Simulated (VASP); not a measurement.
NbTe:

```
Nb Te
1.0
     0.00000    3.18466    3.18466
     3.18466    0.00000    3.18466
     3.18466    3.18466    0.00000
Nb Te
1 1
Direct
  0.00000 0.00000 0.00000
  0.25000 0.25000 0.25000
```

Base run:

| Item | Value |
| --- | --- |
| Program | VASP 6.6.1 |
| Functional | PBE |
| Potentials or basis | VASP PAW PBE potentials, release 64 (Nb_sv, Te) |
| Cutoff | 520 eV |
| k mesh | 10 × 10 × 10 |
| Occupations | gaussian, width 0.05 eV |
| Spin | collinear spin |
| Starting moments | [1.6, 0.0] μB |

Its results: pressure -0.1 GPa.

Question: The run is repeated on the same cell with these changes: spin from collinear spin to no spin polarisation; further incar settings from ALGO = Normal; EDIFF = 1e-06; NBANDS = 20 to ALGO = Normal; EDIFF = 1e-06; NBANDS = 16. What comes out?

Answer: Pressure -2.8 GPa.

Caveats: an odd number of electrons without spin polarisation forces a metal (at least some runs); a magnetic or distorted state may lie lower (at least some runs).
